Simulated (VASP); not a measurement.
A run of VASP 6.6.1 is set up as follows.

File INCAR:

```
SYSTEM = Mg
PREC     = Accurate       ! precision mode
ENCUT    = 520            ! plane-wave cutoff, eV
EDIFF    = 1E-6           ! SCF threshold, eV
ISMEAR   = 0              ! smearing method
SIGMA    = 0.1            ! smearing width, eV
LREAL    = .FALSE.        ! projectors in reciprocal space
LASPH    = .TRUE.         ! aspherical terms in the spheres
NELM     = 80             ! most SCF steps
ALGO     = Normal         ! electronic algorithm
ISIF     = 2              ! what is computed and relaxed
LWAVE    = .FALSE.        ! write WAVECAR
LCHARG   = .FALSE.        ! write CHGCAR
GGA      = PE             ! functional
NBANDS   = 7              ! bands
```

KPOINTS

```
regular mesh
0
G
  6 6 6
  0 0 0
```

File POSCAR:

```
Mg
1.0
    0.0000000000      2.2897804599      2.2897804599
    2.2897804599      0.0000000000      2.2897804599
    2.2897804599      2.2897804599      0.0000000000
Mg
1
Direct
    0.0000000000      0.0000000000      0.0000000000
```

Potentials or basis: VASP PAW PBE potentials, release 64 (Mg).

Run with:

```bash
$ cat potpaw_PBE.64/Mg/POTCAR > POTCAR
$ mpirun -np 1 vasp_std > vasp.out
```

(1) Predict the pressure.

(2) Estimate the band gap on the k mesh.

Results:

(1) -1.7 GPa.

(2) zero (band 1 reaches 2.91 eV, above the bottom of band 2 at 1.10 eV).

Caveat: the k points lie up to 0.40 Å⁻¹ apart; the cell differs from its parent crystal (Cd replaced by Mg, lengths x 0.987, strained).
